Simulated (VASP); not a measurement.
Set up this calculation in VASP 6.6.1, as the native input.

```
Task                   : single point
Functional             : PBE
Potentials or basis    : VASP PAW PBE potentials, release 64 (Ca_sv, O)
Cutoff                 : 520 eV
k mesh                 : 12 × 12 × 6
Occupations            : fermi-dirac, width 0.02 eV
Spin                   : no spin polarisation
Dipole correction      : no
Further INCAR settings : ALGO = Normal; EDIFF = 1e-07; NBANDS = 24
```

The structure of CaO lies in POSCAR:

```
CaO
1.0
    4.1002631402      0.0000000000      0.0000000000
   -2.0501315701      3.5509320416      0.0000000000
    0.0000000000      0.0000000000      4.9135573911
Ca O
2 2
Direct
    0.3333333333      0.6666666667     -0.0625000000
    0.6666666667      0.3333333333      0.4375000000
    0.3333333333      0.6666666667      0.4375000000
    0.6666666667      0.3333333333      0.9375000000
```

This cell differs from its parent crystal: strain +3.0%.

One way to write it, as run:

INCAR

```
PREC = Accurate ; ENCUT = 520
EDIFF = 1E-7 ; ISMEAR = -1
SIGMA = 0.02 ; LREAL = False
LASPH = True ; NELM = 60
ALGO = Normal ; ISIF = 2
LWAVE = False ; LCHARG = False
GGA = PE ; NBANDS = 24
```

KPOINTS

```
regular mesh
0
Gamma
  12 12 6
```

Potentials or basis: VASP PAW PBE potentials, release 64 (Ca_sv, O).

Launch:

```bash
$ cat potpaw_PBE.64/Ca_sv/POTCAR potpaw_PBE.64/O/POTCAR > POTCAR
$ mpirun -np 1 vasp_std > vasp.out
```

It gave:

```
Pressure               : -4.8 GPa
Band gap on the k mesh : 2.88 eV
```

Caveat: the cell differs from its parent crystal (strain +3.0%); the cell stands under tension; the structure was generated, so it needn't be the stable form of CaO.

It took 3.5 min on 1 thread of Oxide Virtual Turin-like Processor, on a shared host, peak memory 0.22 GiB.
